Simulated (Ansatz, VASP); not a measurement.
**Co: VASP beside Ansatz**

Contents of INCAR:

```
PREC = Accurate
ENCUT = 520
EDIFF = 1E-6
ISMEAR = -1
SIGMA = 0.05
LREAL = F
LASPH = T
NELM = 150
ALGO = Fast
ISIF = 2
LWAVE = F
LCHARG = T
ISPIN = 2
MAGMOM = 2 2 2 2
LORBIT = 11
LMAXMIX = 4
GGA = PS
LELF = T
LVHAR = T
NBANDS = 30
```

Contents of KPOINTS:

```
Automatic mesh
0
Gamma
  12 12 4
```

File POSCAR:

```
Co
1.0
    2.5190164704      0.0000000000      0.0000000000
   -1.2595082352      2.1815322559      0.0000000000
    0.0000000000      0.0000000000      8.2468668932
Co
4
Direct
    0.6666666667      0.3333333333      0.7500000000
    0.0000000000      0.0000000000      0.5000000000
    0.3333333333      0.6666666667      0.2500000000
    0.0000000000      0.0000000000      0.0000000000
```

The input input.yaml:

```yaml
crystal:
  lattice:
    - [2.5190164704, 0.0, 0.0]
    - [-1.2595082352, 2.1815322559, 0.0]
    - [0.0, 0.0, 8.2468668932]
  atoms:
    - { symbol: Co, position: [0.6666666667, 0.3333333333, 0.75], spin: 2.0 }
    - { symbol: Co, position: [0.0, 0.0, 0.5], spin: 2.0 }
    - { symbol: Co, position: [0.3333333333, 0.6666666667, 0.25], spin: 2.0 }
    - { symbol: Co, position: [0.0, 0.0, 0.0], spin: 2.0 }
kpoints:
  mp_grid: { grid: [12, 12, 4] }
scf:
  occupations: { method: fermi_dirac, width: 0.05 }
hamiltonian:
  xc: pbesol
  pseudopotentials: { kind: all_electron, lapw: { basis_error: 0.001 } }
magnetization:
  spin_polarized: true
output:
  forces: true
  stress: true
  eigenvalues: true
```

Change from the starting cell: volume scaled by 1.06.

Alike in both runs: task single point; functional PBEsol; k mesh 12 × 12 × 4; occupations fermi-dirac, width 0.05 eV; collinear spin.

|  | VASP | Ansatz |
| --- | --- | --- |
| version | VASP 6.6.1 | Ansatz 0.2.0 |
| potentials or method | VASP PAW PBE potentials, release 64 (Co), cutoff 520 eV | all-electron LAPW, scalar-relativistic |

|  | VASP | Ansatz | Ansatz less VASP |
| --- | --- | --- | --- |
| gap on the k mesh at the Fermi level (eV) | none | none | - |
| pressure (GPa) | -17.0 | -16.6 | +0.46 |
| traceless stress, the component that is largest in VASP (GPa) | -2.13 | -2.10 | +0.027 |
| net moment per atom (μB) | 1.69 | 1.70 | +0.009 |
| size of the moment on the site where the two differ most (μB) | 1.70 | 1.74 | +0.039 |

VASP's potentials were made for PBE, not for PBEsol. Site moments also hang on the region over which each program counts them. A gap of «none» marks a metal or a gap that the smearing closes. Ansatz ran all-electron here, and VASP with PAW potentials.
